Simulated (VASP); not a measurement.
Crystal: Al3Cl.

```
Al Cl
1.0
     5.72680    0.00000    0.00000
    -2.86340    4.95955    0.00000
     0.00000    0.00000    2.92757
Al Cl
3 1
Direct
  0.50000 0.00000 0.50000
  0.00000 0.50000 0.50000
  0.50000 0.50000 0.50000
  0.00000 0.00000 0.00000
```

The cell was built from a structure type or drawn by symmetry, and may not be a known phase.

- Program: VASP 6.6.1
- Task: relaxation of cell and atoms
- Functional: PBE
- Potentials or basis: VASP PAW PBE potentials, release 64 (Al, Cl)
- Cutoff: 600 eV
- k mesh: 6 × 6 × 6
- Occupations: gaussian, width 0.1 eV
- Spin: no spin polarisation

At the start: pressure 0.4 GPa; volume 20.79 Å³/atom.

Question: Where does the relaxation end?

Answer: Over 3 steps the energy falls by 2.1 meV/atom and the volume is 21.01 Å³/atom (+1.1 %); space group P6/mmm (No. 191, to 0.1 Å) before and after.

The path:
```csv
step,energy change (eV),largest force (eV/Å),pressure (GPa),volume (Å³)
1,0.0000,0.0000,0.37,83.15
2,-0.0075,0.0000,0.07,83.73
3,-0.0085,0.0000,-0.09,84.05
```

Final structure:
```yaml
crystal:
  lattice:
    - [5.70662, 0.00000, 0.00000]
    - [-2.85331, 4.94207, 0.00000]
    - [0.00000, 0.00000, 2.98017]
  atoms:
    - { symbol: Al, position: [0.50000, 0.00000, 0.50000] }
    - { symbol: Al, position: [0.00000, 0.50000, 0.50000] }
    - { symbol: Al, position: [0.50000, 0.50000, 0.50000] }
    - { symbol: Cl, position: [0.00000, 0.00000, 0.00000] }
```
